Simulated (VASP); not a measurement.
Crystal: Pt.

```xyz
4
Lattice="1.5794 -5.0102 0.0000 1.5794 5.0102 0.0000 0.0000 0.0000 4.1799" Properties=species:S:1:pos:R:3 pbc="T T T"
Pt    1.5794    4.0282    3.8038
Pt    1.5794   -0.9820    2.4662
Pt    1.5794   -4.0282    0.3762
Pt    1.5794    0.9820    1.7138
```

```yaml
Program: VASP 6.6.1
Task: relaxation of cell and atoms
Functional: PBE
Potentials_or_basis: VASP PAW PBE potentials, release 64 (Pt)
Cutoff: 600 eV
k_mesh: 6 × 6 × 4
Occupations: gaussian, width 0.1 eV
Spin: no spin polarisation
```

At the start: pressure 141.4 GPa; volume 16.54 Å³/atom.

Where does the relaxation end?

Over 29 steps the energy falls by 4395.2 meV/atom and the volume is 16.24 Å³/atom (-1.8 %); space group Fmmm (No. 69, to 0.05 Å).

The path:
```tsv
step	energy change (eV)	largest force (eV/Å)	pressure (GPa)	volume (Å³)
1	0.0000	18.9765	141.38	66.15
2	3.1812	0.9565	-9.05	323.44
3	0.6709	1.0974	-6.90	261.74
4	-0.2433	1.1069	-7.45	234.72
5	-7.1794	0.3897	-20.59	133.42
6	-12.8988	0.1072	-25.57	95.96
7	-14.8118	1.8210	-12.45	80.16
8	-14.8331	2.8267	-4.10	76.42
9	-14.8596	2.3751	-7.92	77.94
10	-14.8588	2.4447	-7.34	77.69
11	-15.9241	1.9121	-2.85	70.59
12	-16.1133	1.2343	10.10	65.43
13	-16.1413	1.4911	5.35	66.84
14	-16.6243	0.1066	5.43	65.52
15	-16.6813	0.7983	7.52	64.87
16	-16.9123	0.4084	-2.65	67.26
17	-16.9249	0.2928	-5.32	68.07
18	-17.0344	0.1816	-2.65	66.90
19	-17.1032	0.1081	1.43	65.48
20	-17.2100	0.2218	1.56	65.12
21	-17.4871	0.4592	4.19	63.91
22	-15.8810	0.6928	33.14	60.70
23	-17.4985	0.4742	4.88	63.73
24	-17.5004	0.4922	5.57	63.58
25	-17.5617	0.3152	-0.09	65.02
26	-17.5633	0.2847	-1.08	65.31
27	-17.5755	0.1875	-0.38	65.07
28	-17.5800	0.0826	0.44	64.83
29	-17.5809	0.0375	-0.12	64.97
```

Final structure:
```cif
data_structure
_symmetry_space_group_name_H-M 'P 1'
_symmetry_Int_Tables_number 1
_cell_length_a 5.2002
_cell_length_b 5.2002
_cell_length_c 4.7436
_cell_angle_alpha 90.000
_cell_angle_beta 90.000
_cell_angle_gamma 149.570
_cell_volume 64.97
loop_
_atom_site_label
_atom_site_type_symbol
_atom_site_fract_x
_atom_site_fract_y
_atom_site_fract_z
_atom_site_occupancy
Pt1 Pt 0.13047 0.86953 0.99966 1
Pt2 Pt 0.63047 0.36953 0.50034 1
Pt3 Pt 0.86953 0.13047 0.00034 1
Pt4 Pt 0.36953 0.63047 0.49966 1
```

Caveat: the k points lie up to 0.40 Å⁻¹ apart in the final cell.
